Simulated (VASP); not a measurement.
# AgCl (Fm-3m) in VASP: further runs, part 2 of 2

VASP 6.6.1. Earlier steps stand in the parts before.

## Step 4: Vibrations by perturbation theory, LDA

This run uses another cell than the first one, of 17.36 Å³/atom, 0.929 times its volume.

The input, INCAR:

```
PREC = Accurate
ENCUT = 520
EDIFF = 1E-8
ISMEAR = 0
SIGMA = 0.01
LREAL = F
LASPH = T
NELM = 60
ALGO = Normal
ISIF = 2
LWAVE = F
LCHARG = F
GGA = CA
NBANDS = 16
IBRION = 8
NSW = 1
LEPSILON = T
```

The input, KPOINTS:

```
Automatic mesh
0
Gamma
  10 10 10
```

The input, POSCAR:

```
AgCl
1.0
    0.0000000000      2.5892489768      2.5892489768
    2.5892489768      0.0000000000      2.5892489768
    2.5892489768      2.5892489768      0.0000000000
Ag Cl
1 1
Direct
    0.5000000000      0.5000000000      0.5000000000
    0.0000000000      0.0000000000      0.0000000000
```

Potentials or basis: VASP PAW LDA potentials, release 64 (Ag, Cl).

Started as:

```bash
> cat potpaw_LDA.64/Ag/POTCAR potpaw_LDA.64/Cl/POTCAR > POTCAR
> mpirun -np 1 vasp_std > vasp.out
```

OUTCAR:

```text
PREC = Accurate
   ENCUT = 520
   EDIFF = 1E-8
   ISMEAR = 0
   LREAL = F
   LASPH = T
   NELM = 60
   ISIF = 2
   GGA = CA
   IBRION = 8
   NSW = 1
   LEPSILON = T

 ion  position               nearest neighbor table
   1  0.500  0.500  0.500-   2 2.59   2 2.59   2 2.59   2 2.59   2 2.59   2 2.59
   2  0.000  0.000  0.000-   1 2.59   1 2.59   1 2.59   1 2.59   1 2.59   1 2.59

  LATTYP: Found a face centered cubic cell.
 ALAT       =     5.1784979536

  Lattice vectors:

 A1 = (   0.0000000000,   2.5892489768,   2.5892489768)
 A2 = (   2.5892489768,   0.0000000000,   2.5892489768)
 A3 = (   2.5892489768,   2.5892489768,   0.0000000000)

Analysis of symmetry for initial positions (statically):
=====================================================================
 Subroutine PRICEL returns:
 Original cell was already a primitive cell.

 Routine SETGRP: Setting up the symmetry group for a
 face centered cubic supercell.

 Subroutine GETGRP returns: Found 48 space group operations
 (whereof 48 operations were pure point group operations)
 out of a pool of 48 trial point group operations.

The static configuration has the point symmetry O_h .

Analysis of symmetry for dynamics (positions and initial velocities):
=====================================================================
 Subroutine PRICEL returns:
 Original cell was already a primitive cell.

 Routine SETGRP: Setting up the symmetry group for a
 face centered cubic supercell.

 Subroutine GETGRP returns: Found 48 space group operations
 (whereof 48 operations were pure point group operations)
[... 713 lines left out ...]
          XX          YY          ZZ          XY          YZ          ZX
  --------------------------------------------------------------------------------
  x     0.00000     0.00000     0.00000     0.00000     0.00000     0.00000
  y     0.00000     0.00000     0.00000     0.00000     0.00000     0.00000
  z     0.00000     0.00000     0.00000     0.00000     0.00000     0.00000

 BORN EFFECTIVE CHARGES (including local field effects) (in |e|, cummulative output)
 ---------------------------------------------------------------------------------
 ion    1
    1     1.36259     0.00000     0.00000
    2     0.00000     1.36259     0.00000
    3     0.00000     0.00000     1.36259
 ion    2
    1    -1.36259     0.00000     0.00000
    2     0.00000    -1.36259     0.00000
    3     0.00000     0.00000    -1.36259

 INTERNAL STRAIN TENSOR FOR ION    2 for displacements in x,y,z  (eV/Angst):
          X           Y           Z          XY          YZ          ZX
  --------------------------------------------------------------------------------
  x     0.00000     0.00000     0.00000     0.00000     0.00000     0.00000
  y     0.00000     0.00000     0.00000     0.00000     0.00000     0.00000
  z     0.00000     0.00000     0.00000     0.00000     0.00000     0.00000

 SECOND DERIVATIVES (NOT SYMMETRIZED)
 ------------------------------------
               1X          1Y          1Z          2X          2Y          2Z
  1X    -3.102564    0.000000    0.000000    3.102564    0.000000    0.000000
  1Y     0.000000   -3.102564    0.000000    0.000000    3.102564    0.000000
  1Z     0.000000    0.000000   -3.102564    0.000000    0.000000    3.102564
  2X     3.091390    0.000000    0.000000   -3.091390    0.000000    0.000000
  2Y     0.000000    3.091390    0.000000    0.000000   -3.091390    0.000000
  2Z     0.000000    0.000000    3.091390    0.000000    0.000000   -3.091390

 Eigenvectors and eigenvalues of the dynamical matrix
 ----------------------------------------------------

   1 f  =    5.323582 THz    33.449050 2PiTHz  177.575572 cm-1    22.016555 meV
             X         Y         Z           dx          dy          dz
      2.589249  2.589249  2.589249    -0.498037    0.000000    0.000000
      0.000000  0.000000  0.000000     0.867156    0.000000    0.000000
[... 21 lines left out ...]
   6 f/i=    0.004148 THz     0.026061 2PiTHz    0.138352 cm-1     0.017153 meV
             X         Y         Z           dx          dy          dz
      2.589249  2.589249  2.589249     0.000000    0.000000    0.867156
      0.000000  0.000000  0.000000     0.000000    0.000000    0.498037

--------------------------------------------------------------------------------------------------------

 MACROSCOPIC STATIC DIELECTRIC TENSOR IONIC CONTRIBUTION
 ------------------------------------------------------
           3.124706     0.000000     0.000000
           0.000000     3.124706    -0.000000
           0.000000    -0.000000     3.124706
 ------------------------------------------------------

 ELASTIC MODULI CONTR FROM IONIC RELAXATION (kBar)
 Direction    XX          YY          ZZ          XY          YZ          ZX
 --------------------------------------------------------------------------------
 XX           0.0000      0.0000      0.0000      0.0000      0.0000      0.0000
 YY           0.0000      0.0000      0.0000      0.0000      0.0000      0.0000
 ZZ           0.0000      0.0000      0.0000      0.0000      0.0000      0.0000
 XY           0.0000      0.0000      0.0000      0.0000      0.0000      0.0000
 YZ           0.0000      0.0000      0.0000      0.0000      0.0000      0.0000
 ZX           0.0000      0.0000      0.0000      0.0000      0.0000      0.0000
 --------------------------------------------------------------------------------

 PIEZOELECTRIC TENSOR IONIC CONTR  for field in x, y, z        (C/m^2)
          XX          YY          ZZ          XY          YZ          ZX
  --------------------------------------------------------------------------------
  x     0.00000     0.00000     0.00000     0.00000     0.00000     0.00000
  y     0.00000     0.00000     0.00000     0.00000     0.00000     0.00000
  z     0.00000     0.00000     0.00000     0.00000     0.00000     0.00000
```

stdout:

```text
POSCAR found type information on POSCAR AgCl
 POSCAR found :  2 types and       2 ions
 scaLAPACK will be used
 LDA part: xc-table for (Slater(with rela. corr.)+CA(PZ))
 , standard interpolation
 POSCAR, INCAR and KPOINTS ok, starting setup
 FFT: planning ... GRIDC
 FFT: planning ... GRID_SOFT
 FFT: planning ... GRID
 WAVECAR not read
 entering main loop
[... 23 lines left out ...]
  Direction:   3
 dielectric tensor                  component  3 :     0.292     0.800     6.161
 Linear response DOF=           2
 Linear response progress:
 first order change of Fermi-energy  -0.35266E-03
 force on displaced ion       1 direction 1 :  -3.103   0.000   0.000
 Born effective charge ion    1 direction 1 :   1.362   0.000   0.000
 Linear response progress:
 first order change of Fermi-energy   0.11838E-02
 force on displaced ion       2 direction 1 :  -3.091   0.000   0.000
 Born effective charge ion    2 direction 1 :  -1.363   0.000   0.000
 Born effective charges drift removed
 Linear response finished
```

It took 4.9 min on 1 thread of Intel Xeon Platinum 8488C (Sapphire Rapids), shared host; peak memory 0.28 GiB.

Results:

```
Electronic dielectric tensor (diagonal)                 : 6.16
Born charges (mean of the diagonal)                     : Ag +1.36; Cl -1.36 e
Highest phonon frequency at Γ, LO-TO splitting left out : 178 cm⁻¹
```

Phonon frequencies in cm⁻¹ (negative: imaginary):
| q point | frequencies |
| --- | --- |
| (0.000, 0.000, 0.000) | 0 0 0 178 178 178 |

Electronic dielectric tensor:
```
6.16 0.00 0.00
0.00 6.16 0.00
0.00 0.00 6.16
```

Born effective charge tensors (e):
atom 1, Ag
```
1.36 0.00 0.00
0.00 1.36 0.00
0.00 0.00 1.36
```
atom 2, Cl
```
-1.36  0.00  0.00
 0.00 -1.36  0.00
 0.00  0.00 -1.36
```

Caveat: the cell wasn't relaxed at this level first, which shifts response properties.
